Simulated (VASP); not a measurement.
# CdSe (Pm-3m) in VASP: a series of runs

The runs below take CdSe through single point, with PBE.

Program: VASP 6.6.1. These are calculated values, not measurements. Logs are shortened: lines on timing, memory, paths and dates and some standing lists are left out, and cuts for length are marked.

## Step 1: The cell of the first run

It takes space group Pm-3m (No. 221, cubic). Conventional cell: a = 3.604 Å, b = 3.604 Å, c = 3.604 Å, α = 90.00°, β = 90.00°, γ = 90.00°. Cd (site symmetry m-3m) has 8 Se at 3.12 Å and 6 Cd at 3.60 Å within 4.1 Å. Se (site symmetry m-3m) has 8 Cd at 3.12 Å and 6 Se at 3.60 Å within 4.1 Å.

## Step 2: Single point, PBE

The input, INCAR:

```
SYSTEM = CdSe
ALGO = Normal ; EDIFF = 1E-6
ENCUT = 500 ; GGA = PE
GGA_COMPAT = .False. ; ISIF = 2
ISMEAR = -1 ; LASPH = .True.
LCHARG = .False. ; LREAL = .False.
LWAVE = .False. ; NBANDS = 16
NELM = 120 ; PREC = Accurate
SIGMA = 0.05
```

The input, KPOINTS:

```
k-points
0
Gamma
  8 8 8
  0 0 0
```

The input, POSCAR:

```
CdSe
1.0
    3.6036661571      0.0000000000      0.0000000000
    0.0000000000      3.6036661571      0.0000000000
    0.0000000000      0.0000000000      3.6036661571
Cd Se
1 1
Direct
    0.5000000000      0.5000000000      0.5000000000
    0.0000000000      0.0000000000      0.0000000000
```

Potentials or basis: VASP PAW PBE potentials, release 64 (Cd, Se).

Run with:

```sh
$ cat potpaw_PBE.64/Cd/POTCAR potpaw_PBE.64/Se/POTCAR > POTCAR
$ mpirun -np 1 vasp_std > vasp.out
```

OUTCAR:

```text
SYSTEM = CdSe
   EDIFF = 1E-6
   ENCUT = 500
   GGA = PE
   ISIF = 2
   ISMEAR = -1
   LASPH = .True.
   LREAL = .False.
   NELM = 120
   PREC = Accurate

 ion  position               nearest neighbor table
   1  0.500  0.500  0.500-   2 3.12   2 3.12   2 3.12   2 3.12   2 3.12   2 3.12   2 3.12   2 3.12

   2  0.000  0.000  0.000-   1 3.12   1 3.12   1 3.12   1 3.12   1 3.12   1 3.12   1 3.12   1 3.12

  LATTYP: Found a simple cubic cell.
 ALAT       =     3.6036661571

  Lattice vectors:

 A1 = (   3.6036661571,   0.0000000000,   0.0000000000)
 A2 = (   0.0000000000,   3.6036661571,   0.0000000000)
 A3 = (   0.0000000000,   0.0000000000,   3.6036661571)

Analysis of symmetry for initial positions (statically):
=====================================================================
 Subroutine PRICEL returns:
 Original cell was already a primitive cell.

 Routine SETGRP: Setting up the symmetry group for a
 simple cubic supercell.

 Subroutine GETGRP returns: Found 48 space group operations
 (whereof 48 operations were pure point group operations)
 out of a pool of 48 trial point group operations.

The static configuration has the point symmetry O_h .

Analysis of symmetry for dynamics (positions and initial velocities):
=====================================================================
 Subroutine PRICEL returns:
 Original cell was already a primitive cell.

 Routine SETGRP: Setting up the symmetry group for a
 simple cubic supercell.

 Subroutine GETGRP returns: Found 48 space group operations
 (whereof 48 operations were pure point group operations)
 out of a pool of 48 trial point group operations.

The dynamic configuration has the point symmetry O_h .

 Subroutine INISYM returns: Found 48 space group operations
 (whereof 48 operations are pure point group operations),
 and found     1 'primitive' translations

----------------------------------------------------------------------------------------

                                     Primitive cell

  volume of cell :      46.7987

  direct lattice vectors                    reciprocal lattice vectors
     3.603666157  0.000000000  0.000000000     0.277495183  0.000000000  0.000000000
     0.000000000  3.603666157  0.000000000     0.000000000  0.277495183  0.000000000
     0.000000000  0.000000000  3.603666157     0.000000000  0.000000000  0.277495183

  length of vectors
     3.603666157  3.603666157  3.603666157     0.277495183  0.277495183  0.277495183

  position of ions in fractional coordinates (direct lattice)
     0.500000000  0.500000000  0.500000000
     0.000000000  0.000000000  0.000000000

  ion indices of the primitive-cell ions
   primitive index   ion index
                 1           1
                 2           2

----------------------------------------------------------------------------------------

 KPOINTS: k-points

Automatic generation of k-mesh.
 Grid dimensions read from file:
 generate k-points for:    8    8    8

 Generating k-lattice:

  Cartesian coordinates                     Fractional coordinates (reciprocal lattice)
     0.034686898  0.000000000  0.000000000     0.125000000  0.000000000  0.000000000
     0.000000000  0.034686898  0.000000000     0.000000000  0.125000000  0.000000000
     0.000000000  0.000000000  0.034686898     0.000000000  0.000000000  0.125000000

  Length of vectors
     0.034686898  0.034686898  0.034686898

  Shift w.r.t. Gamma in fractional coordinates (k-lattice)
     0.000000000  0.000000000  0.000000000

 Subroutine IBZKPT returns following result:
 ===========================================

 Found     35 irreducible k-points:

 Following reciprocal coordinates:
            Coordinates               Weight
  0.000000  0.000000  0.000000      1.000000
  0.125000  0.000000  0.000000      6.000000
  0.250000  0.000000  0.000000      6.000000
  0.375000  0.000000  0.000000      6.000000
  0.500000  0.000000  0.000000      3.000000
  0.125000  0.125000  0.000000     12.000000
[... 16 lines left out ...]
  0.375000  0.375000  0.125000     24.000000
  0.500000  0.375000  0.125000     24.000000
 [... further k-points ...]
   k-points           NKPTS =     35   k-points in BZ     NKDIM =     35   number of bands    NBANDS=     16
   number of dos      NEDOS =    301   number of ions     NIONS =      2
   total plane-waves  NPLWV =  21952
   dimension x,y,z NGX =    28 NGY =   28 NGZ =   28
   dimension x,y,z NGXF=    56 NGYF=   56 NGZF=   56
   ions per type =               1   1
   NGX,Y,Z   is equivalent  to a cutoff of  12.92, 12.92, 12.92 a.u.
   NGXF,Y,Z  is equivalent  to a cutoff of  25.83, 25.83, 25.83 a.u.
 SYSTEM =  CdSe
   PREC   = accura    normal or accurate (medium, high low for compatibility)
   ISTART =      0    job   : 0-new  1-cont  2-samecut
   ICHARG =      2    charge: 1-file 2-atom 10-const
   ISPIN  =      1    spin polarized calculation?
   LNONCOLLINEAR =      F non collinear calculations
   LSORBIT =      F    spin-orbit coupling
   LASPH  =      T    aspherical Exc in radial PAW
   ENCUT  =  500.0 eV  36.75 Ry    6.06 a.u.   6.57  6.57  6.57*2*pi/ulx,y,z
   NELM   =    120;   NELMIN=  2; NELMDL= -5     # of ELM steps
   EDIFF  = 0.1E-05   stopping-criterion for ELM
   LREAL  =      F    real-space projection
   EDIFFG = 0.1E-04   stopping-criterion for IOM
   NSW    =      0    number of steps for IOM
   IBRION =     -1    ionic relax: 0-MD 1-quasi-New 2-CG
   NFREE  =      0    steps in history (QN), initial steepest desc. (CG)
   ISIF   =      2    stress and relaxation
   ISYM   =      2    0-nonsym 1-usesym 2-fastsym
   POTIM  = 0.5000    time-step for ionic-motion
   TEBEG  =    0.0;   TEEND  =   0.0 temperature during run
   PSTRESS=    0.0 pullay stress
   NELECT =      18.0000    total number of electrons
   NUPDOWN=      -1.0000    fix difference up-down
   EMIN   =  10.00;   EMAX   =-10.00  energy-range for DOS
   EFERMI =   0.00;   METHOD = LEGACY
   ISMEAR =    -1;   SIGMA  =   0.05  broadening in eV -4-tet -1-fermi 0-gaus
   EFERMI_NEDOS =   21; number of points for ismear=-14 and -15
   IALGO  =     38    algorithm
   IMIX   =      4    mixing-type and parameters
     AMIX     =   0.40;   BMIX     =  1.00
     AMIX_MAG =   1.60;   BMIX_MAG =  1.00
  volume/ion in A,a.u.               =      23.40       157.91
  Fermi-wavevector in a.u.,A,eV,Ry     =   1.190569  2.249849 19.285629  1.417454
  Thomas-Fermi vector in A             =   2.326650
   LORBIT       =      0    0 simple, 1 ext, 2 COOP (PROOUT), +10 PAW based schemes
   GGA     = PE    functional components
   LHFCALC =     F    Hartree Fock is set to
   AEXX    =    0.0000 exact exchange contribution
   IVDW    =     0    specifies the selected vdW correction
   LEPSILON=     F    determine dielectric tensor
   LRPA    =     F    only Hartree local field effects (RPA)
 non-spin polarized calculation
  energy-cutoff  :      500.00
  volume of cell :       46.80
 maximum number of plane-waves:      1213
 NGX is ok and might be reduce to    28
   NGX = 13   NGY = 13   NGZ = 13

 number of electron      17.9999995 magnetization

 Free energy of the ion-electron system (eV)
  ---------------------------------------------------
  ext. energy  EPLUGINS =         0.00000000
  ---------------------------------------------------
  free energy    TOTEN  =        -4.29920231 eV

  energy without entropy =       -4.28544771  energy(sigma->0) =       -4.29232501

 E-fermi :   2.8989     XC(G=0): -10.2188

 val. band max:        2.8017372021   @ k =   0.1250   0.0000   0.0000
 cond. band min:       2.9118594388   @ k =   0.3750   0.2500   0.0000
 fundamental gap:      0.1101222367
 Fermi energy:         2.8988881003

 k-point     1 :       0.0000    0.0000    0.0000
  band No.  band energies     occupation
      1     -10.4272      2.00000
      2      -5.7374      2.00000
      3      -5.7374      2.00000
      4      -5.3630      2.00000
      5      -5.3630      2.00000
      6      -5.3630      2.00000
[... 8 lines left out ...]
     15      13.1561      0.00000
     16      17.3077      0.00000

 k-point     2 :       0.1250    0.0000    0.0000
  band No.  band energies     occupation
      1     -10.3306      2.00000
      2      -5.7317      2.00000
      3      -5.7034      2.00000
      4      -5.3902      2.00000
      5      -5.3902      2.00000
      6      -5.3608      2.00000
[... 8 lines left out ...]
     15      12.5925      0.00000
     16      17.2356      0.00000

 k-point     3 :       0.2500    0.0000    0.0000
  band No.  band energies     occupation
      1     -10.0754      2.00000
      2      -5.7177      2.00000
      3      -5.6316      2.00000
      4      -5.4543      2.00000
      5      -5.4543      2.00000
      6      -5.3555      2.00000
[... 8 lines left out ...]
     15      13.2335      0.00000
     16      15.4033      0.00000

 k-point     4 :       0.3750    0.0000    0.0000
  band No.  band energies     occupation
      1      -9.7789      2.00000
      2      -5.7037      2.00000
      3      -5.5883      2.00000
      4      -5.5161      2.00000
      5      -5.5161      2.00000
      6      -5.3502      2.00000
[... 8 lines left out ...]
     15      14.0427      0.00000
     16      15.9139      0.00000
[... 324 lines left out ...]
 k-point    22 :       0.5000    0.2500    0.1250
  band No.  band energies     occupation
      1      -9.3950      2.00000
      2      -5.5903      2.00000
      3      -5.5827      2.00000
      4      -5.4672      2.00000
      5      -5.3807      2.00000
      6      -5.3533      2.00000
[... 8 lines left out ...]
     15      14.0185      0.00000
     16      15.4134      0.00000

 k-point    23 :       0.3750    0.3750    0.1250
  band No.  band energies     occupation
      1      -9.3239      2.00000
      2      -5.5791      2.00000
      3      -5.5320      2.00000
      4      -5.5127      2.00000
      5      -5.3159      2.00000
      6      -5.3110      2.00000
[... 8 lines left out ...]
     15      14.8194      0.00000
     16      15.0886      0.00000

 k-point    24 :       0.5000    0.3750    0.1250
  band No.  band energies     occupation
      1      -9.2493      2.00000
      2      -5.5569      2.00000
      3      -5.5504      2.00000
      4      -5.5068      2.00000
      5      -5.2851      2.00000
      6      -5.2722      2.00000
[... 8 lines left out ...]
     15      14.8730      0.00000
     16      14.8937      0.00000

 [... further k-points ...]

------------------------ aborting loop because EDIFF is reached ----------------------------------------

  FORCE on cell =-STRESS in cart. coord.  units (eV):
  Direction    XX          YY          ZZ          XY          YZ          ZX
  --------------------------------------------------------------------------------------
  -------------------------------------------------------------------------------------
  Total       -0.5353914     -0.5353914     -0.5353914     -0.0000000     -0.0000000      0.0000000
  in kB      -18.3294029    -18.3294029    -18.3294029     -0.0000000     -0.0000000      0.0000000
  external PRESSURE =     -18.3294029 kB  Pullay stress =       0.0000000 kB

 VOLUME and BASIS-vectors are now :
 -----------------------------------------------------------------------------
  energy-cutoff  :      500.00
  volume of cell :       46.80
      direct lattice vectors                 reciprocal lattice vectors
     3.603666157  0.000000000  0.000000000     0.277495183  0.000000000  0.000000000
     0.000000000  3.603666157  0.000000000     0.000000000  0.277495183  0.000000000
     0.000000000  0.000000000  3.603666157     0.000000000  0.000000000  0.277495183

 POSITION                                       TOTAL-FORCE (eV/Angst)
 -----------------------------------------------------------------------------------
      1.80183      1.80183      1.80183         0.000000      0.000000      0.000000
      0.00000      0.00000      0.00000         0.000000      0.000000      0.000000
 -----------------------------------------------------------------------------------
    total drift:                                0.000000      0.000000      0.000000

  FREE ENERGIE OF THE ION-ELECTRON SYSTEM (eV)
  ---------------------------------------------------
  free  energy   TOTEN  =        -4.2992023142 eV

  energy  without entropy=       -4.2854477096  energy(sigma->0) =       -4.29232501
```

Run time: 35 s. Hardware: 1 thread of Intel Xeon 8259CL, shared host; peak memory 0.17 GiB.

Results:

```yaml
Free_energy: -4.2992 eV
Pressure: -1.8 GPa
Band_gap_on_the_k_mesh: zero (band 9 reaches 3.02 eV, above the bottom of band 10 at 1.83 eV)
```

[end of part 1 of 2]
